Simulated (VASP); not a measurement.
# CdF2 (I4/mmm) in VASP: further runs, part 2 of 2

VASP 6.6.1. Earlier steps stand in the parts before.

## Step 3: Single point, PBE (12.99 Å³/atom)

Input file INCAR:

```
PREC = Accurate
ENCUT = 520
EDIFF = 1E-6
ISMEAR = 0
SIGMA = 0.05
LREAL = F
LASPH = T
NELM = 100
ALGO = Normal
ISIF = 2
LWAVE = F
LCHARG = F
GGA = PE
NBANDS = 20
```

Input file KPOINTS:

```
Automatic mesh
0
Gamma
  8 8 8
```

Input file POSCAR:

```
CdF2
1.0
    0.0000000000      2.7147428468      2.6430736356
    2.7147428468      0.0000000000      2.6430736356
    2.7147428468      2.7147428468      0.0000000000
Cd F
1 2
Direct
    0.0000000000      0.0000000000      0.0000000000
    0.2500000000      0.2500000000      0.2500000000
    0.7500000000      0.7500000000      0.7500000000
```

Potentials or basis: VASP PAW PBE potentials, release 64 (Cd, F).

On the command line:

```console
$ cat potpaw_PBE.64/Cd/POTCAR potpaw_PBE.64/F/POTCAR > POTCAR
$ mpirun -np 1 vasp_std > vasp.out
```

OUTCAR:

```text
PREC = Accurate
   ENCUT = 520
   EDIFF = 1E-6
   ISMEAR = 0
   LREAL = F
   LASPH = T
   NELM = 100
   ISIF = 2
   GGA = PE

 ion  position               nearest neighbor table
   1  0.000  0.000  0.000-   3 2.33   3 2.33   3 2.33   2 2.33   3 2.33   2 2.33   2 2.33   2 2.33

   2  0.250  0.250  0.250-   1 2.33   1 2.33   1 2.33   1 2.33
   3  0.750  0.750  0.750-   1 2.33   1 2.33   1 2.33   1 2.33

  LATTYP: Found a body centered tetragonal cell.
 ALAT       =     3.8392261523
 C/A-ratio  =     1.3768783243

  Lattice vectors:

 A1 = (   0.0000000000,  -2.7147428468,  -2.6430736356)
 A2 = (   0.0000000000,   2.7147428468,  -2.6430736356)
 A3 = (   2.7147428468,   0.0000000000,   2.6430736356)

Analysis of symmetry for initial positions (statically):
=====================================================================
 Subroutine PRICEL returns:
 Original cell was already a primitive cell.

 Routine SETGRP: Setting up the symmetry group for a
 body centered tetragonal supercell.

 Subroutine GETGRP returns: Found 16 space group operations
[... 163 lines left out ...]
  free energy    TOTEN  =       -10.84694276 eV

  energy without entropy =      -10.84694276  energy(sigma->0) =      -10.84694276

 E-fermi :  -0.9889     XC(G=0): -10.4330

 val. band max:       -1.2617710720   @ k =  -0.2500   0.5000   0.2500
 cond. band min:       1.7921467694   @ k =   0.0000   0.0000   0.0000
 fundamental gap:      3.0539178414
 Fermi energy:        -0.9889177696

 k-point     1 :       0.0000    0.0000    0.0000
  band No.  band energies     occupation
      1     -22.1069      2.00000
      2     -20.9883      2.00000
      3      -6.9128      2.00000
      4      -6.9128      2.00000
      5      -6.9008      2.00000
      6      -5.6944      2.00000
[... 541 lines left out ...]
     19      18.0947      0.00000
     20      19.6056      0.00000

 [... further k-points ...]

------------------------ aborting loop because EDIFF is reached ----------------------------------------

  FORCE on cell =-STRESS in cart. coord.  units (eV):
  Direction    XX          YY          ZZ          XY          YZ          ZX
  --------------------------------------------------------------------------------------
  -------------------------------------------------------------------------------------
  Total        1.3841752      1.3841752      2.0927425      0.0000000      0.0000000      0.0000000
  in kB       56.9252541     56.9252541     86.0656224      0.0000000      0.0000000      0.0000000
  external PRESSURE =      66.6387102 kB  Pullay stress =       0.0000000 kB

 VOLUME and BASIS-vectors are now :
 -----------------------------------------------------------------------------
  energy-cutoff  :      520.00
  volume of cell :       38.96
      direct lattice vectors                 reciprocal lattice vectors
     0.000000000  2.714742847  2.643073636    -0.184179507  0.184179507  0.189173693
     2.714742847  0.000000000  2.643073636     0.184179507 -0.184179507  0.189173693
     2.714742847  2.714742847  0.000000000     0.184179507  0.184179507 -0.189173693

 POSITION                                       TOTAL-FORCE (eV/Angst)
 -----------------------------------------------------------------------------------
      0.00000      0.00000      0.00000         0.000000      0.000000      0.000000
      1.35737      1.35737      1.32154         0.000000      0.000000     -0.000000
      4.07211      4.07211      3.96461        -0.000000     -0.000000      0.000000
 -----------------------------------------------------------------------------------
    total drift:                                0.000000      0.000000      0.000000

  FREE ENERGIE OF THE ION-ELECTRON SYSTEM (eV)
  ---------------------------------------------------
  free  energy   TOTEN  =       -10.8469427570 eV

  energy  without entropy=      -10.8469427570  energy(sigma->0) =      -10.84694276
```

stdout:

```text
POSCAR found type information on POSCAR CdF
 POSCAR found :  2 types and       3 ions
 scaLAPACK will be used
 LDA part: xc-table for (Slater+PW92), standard interpolation
 POSCAR, INCAR and KPOINTS ok, starting setup
 FFT: planning ... GRIDC
 FFT: planning ... GRID_SOFT
 FFT: planning ... GRID
 WAVECAR not read
 entering main loop
```

Run time: 24 s. Hardware: 1 thread of AMD EPYC 9R45 (Zen 5), shared host; peak memory 0.16 GiB.

Results:

```
Free energy            : -10.8469 eV
Pressure               : 6.7 GPa
Band gap on the k mesh : 3.05 eV (least direct gap 3.54 eV)
```

Levels at points of the mesh, in eV from the valence-band top:
```csv
k point,band 9,band 10,band 11,band 12,band 13,band 14,band 15,band 16,band 17,band 18
"(0.00, 0.00, 0.00)",-1.07,-0.84,-0.57,-0.49,-0.49,3.05,12.65,12.73,12.73,17.66
"(0.50, 0.00, 0.00)",-2.31,-1.90,-1.84,-0.42,-0.41,7.18,9.14,14.41,14.61,18.04
"(0.50, 0.50, 0.00)",-3.03,-3.03,-0.41,-0.13,-0.13,7.97,9.61,11.93,14.21,14.21
"(0.50, 0.00, 0.50)",-3.02,-2.94,-0.57,-0.14,-0.05,8.02,9.67,11.91,14.18,14.50
```

Caveat: the cell stands under pressure.

## Step 4: Single point, PBE (12.99 Å³/atom)

INCAR: that of step 3 with these lines changed.

```diff
@@ -7,3 +7,3 @@
 LASPH = T
-NELM = 100
+NELM = 80
 ALGO = Normal
```

Input file KPOINTS:

```
regular mesh
0
Gamma
  8 8 8
```

Input file POSCAR:

```
CdF2
1.0
    0.0000000000      2.6431295803      2.7882373943
    2.6431295803      0.0000000000      2.7882373943
    2.6431295803      2.6431295803      0.0000000000
Cd F
1 2
Direct
    0.0000000000      0.0000000000      0.0000000000
    0.2500000000      0.2500000000      0.2500000000
    0.7500000000      0.7500000000      0.7500000000
```

On the command line:

```console
$ cat potpaw_PBE.64/Cd/POTCAR potpaw_PBE.64/F/POTCAR > POTCAR
$ mpirun -np 1 vasp_std > vasp.out
```

Wall time 24 s (1 thread of AMD EPYC 9R45 (Zen 5), shared host); peak memory 0.16 GiB.

The run converged. Its results:

```
Free energy            : -10.8283 eV
Pressure               : 6.6 GPa
Band gap on the k mesh : 3.00 eV (least direct gap 3.45 eV)
```

Stress tensor (GPa, compression positive):
```
8.54 0.00 0.00
0.00 8.54 0.00
0.00 0.00 2.80
```

Levels at points of the mesh, in eV from the valence-band top:
| k point | band 9 | band 10 | band 11 | band 12 | band 13 | band 14 | band 15 | band 16 | band 17 | band 18 |
| --- | --- | --- | --- | --- | --- | --- | --- | --- | --- | --- |
| (0.00, 0.00, 0.00) | -0.87 | -0.87 | -0.61 | -0.61 | -0.46 | 3.00 | 12.62 | 12.62 | 12.78 | 17.63 |
| (0.50, 0.00, 0.00) | -2.34 | -1.95 | -1.83 | -0.46 | -0.44 | 7.12 | 9.07 | 14.30 | 14.67 | 17.88 |
| (0.50, 0.50, 0.00) | -2.96 | -2.96 | -0.74 | -0.09 | -0.09 | 7.97 | 9.72 | 11.92 | 14.41 | 14.41 |
| (0.50, 0.00, 0.50) | -3.10 | -2.98 | -0.44 | -0.24 | -0.07 | 7.93 | 9.53 | 11.89 | 13.83 | 14.51 |

Caveat: the cell stands under pressure.

## Step 5: The runs side by side

```tsv
cell	gap on the mesh (eV)	pressure (GPa)
a = 3.823, b = 3.823, c = 3.771 Å, angles 60.4, 60.4, 59.1°, 3 atoms	3.05	6.7
a = 3.789, b = 3.789, c = 3.839 Å, angles 59.6, 59.6, 60.9°, 3 atoms	3.05	6.7
a = 3.842, b = 3.842, c = 3.738 Å, angles 60.9, 60.9, 58.2°, 3 atoms	3.00	6.6
```

Alike in all rows: task single point; level PBE; potentials or basis VASP PAW PBE potentials, release 64 (Cd, F); no spin polarisation; k mesh 8 × 8 × 8; cutoff (eV) 520; smearing gaussian 0.05 eV.

Caveats: the cell stands under pressure.

Total energies depend on the potentials used, so only differences within one code and one set of settings carry meaning.
